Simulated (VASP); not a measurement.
# Te (Pm-3n) in VASP: notebook, part 2 of 2

VASP 6.6.1. The steps go on from the part before.

### Step 4. Relaxation of cell and atoms, BLYP

This run uses another cell than the first one, of 28.84 Å³/atom.

Input file INCAR:

```
AGGAC = 1.0 ; AGGAX = 1.0
ALDAC = 0.0 ; ALDAX = 1.0
ALGO = Normal ; EDIFF = 1E-7
EDIFFG = -0.01 ; ENCUT = 600
GGA = B5 ; IBRION = 2
ISIF = 3 ; ISMEAR = -1
LASPH = T ; LCHARG = F
LREAL = F ; LWAVE = F
NELM = 80 ; NSW = 80
PREC = Accurate ; SIGMA = 0.1
```

Input file KPOINTS:

```
k-points
0
Gamma
  4 4 4
```

Input file POSCAR:

```
Te
1.0
    6.1330711348      0.0000000000      0.0000000000
    0.0000000000      6.1330711348      0.0000000000
    0.0000000000      0.0000000000      6.1330711348
Te
8
Direct
    0.0000000000      0.0000000000      0.0000000000
    0.5000000000      0.5000000000      0.5000000000
    0.2500000000      0.0000000000      0.5000000000
    0.7500000000      0.0000000000      0.5000000000
    0.5000000000      0.2500000000      0.0000000000
    0.5000000000      0.7500000000      0.0000000000
    0.0000000000      0.5000000000      0.2500000000
    0.0000000000      0.5000000000      0.7500000000
```

Potentials or basis: VASP PAW PBE potentials, release 64 (Te).

Command:

```bash
cat potpaw_PBE.64/Te/POTCAR > POTCAR
mpirun -np 1 vasp_std > vasp.out
```

OUTCAR:

```text
EDIFF = 1E-7
   EDIFFG = -0.01
   ENCUT = 600
   GGA = B5
   IBRION = 2
   ISIF = 3
   ISMEAR = -1
   LASPH = T
   LREAL = F
   NELM = 80
   NSW = 80
   PREC = Accurate

 ion  position               nearest neighbor table
   1  0.000  0.000  0.000-   3 3.43   4 3.43   5 3.43   6 3.43   7 3.43   8 3.43   3 3.43   4 3.43
                             7 3.43   8 3.43   5 3.43   6 3.43
   2  0.500  0.500  0.500-   3 3.43   4 3.43   5 3.43   6 3.43   7 3.43   8 3.43   5 3.43   6 3.43
                             3 3.43   4 3.43   7 3.43   8 3.43
   3  0.250  0.000  0.500-   4 3.07   4 3.07   1 3.43   1 3.43   2 3.43   2 3.43
   4  0.750  0.000  0.500-   3 3.07   3 3.07   1 3.43   1 3.43   2 3.43   2 3.43
   5  0.500  0.250  0.000-   6 3.07   6 3.07   1 3.43   2 3.43   2 3.43   1 3.43
   6  0.500  0.750  0.000-   5 3.07   5 3.07   1 3.43   2 3.43   2 3.43   1 3.43
   7  0.000  0.500  0.250-   8 3.07   8 3.07   1 3.43   2 3.43   1 3.43   2 3.43
   8  0.000  0.500  0.750-   7 3.07   7 3.07   1 3.43   2 3.43   1 3.43   2 3.43
[... 192 lines left out ...]
  Total        9.7024488      9.7024488      9.7024488      0.0000000     -0.0000000     -0.0000000
  in kB       67.3841781     67.3841781     67.3841781      0.0000000     -0.0000000     -0.0000000
  external PRESSURE =      67.3841781 kB  Pullay stress =       0.0000000 kB
[... 71 lines left out ...]
--------------------------------------- Ionic step        3  -------------------------------------------

 number of electron      47.9999996 magnetization

 Free energy of the ion-electron system (eV)
  ---------------------------------------------------
  ext. energy  EPLUGINS =         0.00000000
  ---------------------------------------------------
  free energy    TOTEN  =       -15.64017737 eV

  energy without entropy =      -15.25030419  energy(sigma->0) =      -15.44524078

 E-fermi :   6.2262     XC(G=0):  -8.7558

 val. band max:        6.1831944714   @ k =   0.2500   0.2500   0.2500
 cond. band min:       6.2457162393   @ k =   0.2500   0.2500   0.0000
 fundamental gap:      0.0625217678
 Fermi energy:         6.2261938866

 k-point     1 :       0.0000    0.0000    0.0000
  band No.  band energies     occupation
      1      -6.5224      2.00000
      2      -4.8110      2.00000
      3      -4.8110      2.00000
      4      -4.7219      2.00000
      5      -3.6908      2.00000
      6      -3.4956      2.00000
[... 344 lines left out ...]
  FREE ENERGIE OF THE ION-ELECTRON SYSTEM (eV)
  ---------------------------------------------------
  free  energy   TOTEN  =       -15.6401773679 eV

  energy  without entropy=      -15.2503041949  energy(sigma->0) =      -15.44524078

 reached required accuracy - stopping structural energy minimisation
```

OSZICAR:

```text
N       E                     dE             d eps       ncg     rms          rms(c)
DAV:   1     0.266595473262E+03    0.26660E+03   -0.19545E+04   580   0.152E+03
DAV:   2     0.568175622098E+01   -0.26091E+03   -0.25558E+03   758   0.204E+02
DAV:   3    -0.141516264513E+02   -0.19833E+02   -0.19128E+02   659   0.595E+01
[... 38 lines left out ...]
DAV:   7    -0.156401771528E+02    0.26339E-05   -0.19257E-06   674   0.520E-03    0.319E-02
DAV:   8    -0.156401767921E+02    0.36070E-06   -0.13237E-07   324   0.157E-03    0.394E-03
DAV:   9    -0.156401770898E+02   -0.29769E-06   -0.38931E-08   305   0.874E-04    0.284E-03
DAV:  10    -0.156401773236E+02   -0.23372E-06   -0.11672E-08   295   0.404E-04    0.133E-03
DAV:  11    -0.156401773679E+02   -0.44392E-07   -0.20448E-08   305   0.254E-04
   3 F= -.15640177E+02 E0= -.15445241E+02  d E =-.632362E+00
```

CONTCAR:

```text
Te
   1.00000000000000
     6.4224797284990052    0.0000000000000000   -0.0000000000000000
     0.0000000000000000    6.4224797284990052    0.0000000000000000
    -0.0000000000000000   -0.0000000000000000    6.4224797284990052
  Te
     8
Direct
     0.0000000000000000    0.0000000000000000    0.0000000000000000
     0.5000000000000000    0.5000000000000000    0.5000000000000000
     0.2500000000000000    0.0000000000000000    0.5000000000000000
     0.7500000000000000    0.0000000000000000    0.5000000000000000
     0.5000000000000000    0.2500000000000000    0.0000000000000000
     0.5000000000000000    0.7500000000000000    0.0000000000000000
     0.0000000000000000    0.5000000000000000    0.2500000000000000
     0.0000000000000000    0.5000000000000000    0.7500000000000000

  0.00000000E+00  0.00000000E+00  0.00000000E+00
  0.00000000E+00  0.00000000E+00  0.00000000E+00
  0.00000000E+00  0.00000000E+00  0.00000000E+00
  0.00000000E+00  0.00000000E+00  0.00000000E+00
  0.00000000E+00  0.00000000E+00  0.00000000E+00
  0.00000000E+00  0.00000000E+00  0.00000000E+00
  0.00000000E+00  0.00000000E+00  0.00000000E+00
  0.00000000E+00  0.00000000E+00  0.00000000E+00
```

Run time: 9.4 min. Hardware: 1 thread of Oxide Virtual Turin-like, shared host; peak memory 0.34 GiB.

Results:

```yaml
Free_energy: -15.6402 eV
Relaxed_volume: 33.11 Å³/atom
Relaxed_cell: a = 6.422 Å, b = 6.422 Å, c = 6.422 Å, α = 90.00°, β = 90.00°, γ = 90.00°
Space_group_after_relaxing_to_0.1_Å: Pm-3n (No. 223)
Energy_gained_by_relaxing: 79.0 meV/atom
Ionic_steps: 3
Pressure_after_relaxing: 0.0 GPa
```

The path:
```tsv
step	energy change (eV)	largest force (eV/Å)	pressure (GPa)	volume (Å³)
1	0.0000	0.0000	6.74	230.69
2	-0.6059	0.0000	-0.98	273.60
3	-0.6324	0.0000	0.04	264.92
```

Final structure:
```
Te
1.0
     6.42248    0.00000    0.00000
     0.00000    6.42248    0.00000
     0.00000    0.00000    6.42248
Te
8
Direct
  0.00000 0.00000 0.00000
  0.50000 0.50000 0.50000
  0.25000 0.00000 0.50000
  0.75000 0.00000 0.50000
  0.50000 0.25000 0.00000
  0.50000 0.75000 0.00000
  0.00000 0.50000 0.25000
  0.00000 0.50000 0.75000
```

Levels at points of the mesh, in eV from the Fermi level:
```tsv
k point	band 22	band 23	band 24	band 25	band 26	band 27
(0.00, 0.00, 0.00)	-0.16	-0.16	0.15	0.15	0.15	1.13
(0.50, 0.00, 0.00)	-0.95	-0.43	-0.43	0.10	0.10	1.09
(0.50, 0.50, 0.00)	-0.47	-0.21	-0.21	0.20	0.20	0.32
(0.50, 0.50, 0.50)	-0.69	-0.57	-0.57	-0.57	-0.57	-0.21
```

Caveat: the highest band is partly filled, so the run has too few bands; the PAW data sets were made with another functional, which shifts forces and pressure a little; spin-orbit coupling is left out, which moves the levels of the heavy elements.

### Step 5. Summary

```csv
task,cell,k mesh,cutoff (eV),gap on the mesh (eV),pressure (GPa)
single point,"a = 6.418 Å, 8 atoms",4 × 4 × 4,520,none,0.1
single point,"a = 6.418 Å, 8 atoms",5 × 5 × 5,520,none,0.0
relaxation of cell and atoms,"relaxed from a = 6.133 Å, 8 atoms",4 × 4 × 4,600,-,0.0
```

Alike in all rows: level BLYP; potentials or basis VASP PAW PBE potentials, release 64 (Te); no spin polarisation; smearing fermi-dirac 0.1 eV.

Caveats: the PAW data sets were made with another functional, which shifts forces and pressure a little; spin-orbit coupling is left out, which moves the levels of the heavy elements; the highest band is partly filled, so the run has too few bands (at least some runs).

Total energies depend on the potentials used, so only differences within one code and one set of settings carry meaning.

The gap in the log of VASP goes by the Fermi energy; the results here count the filled bands.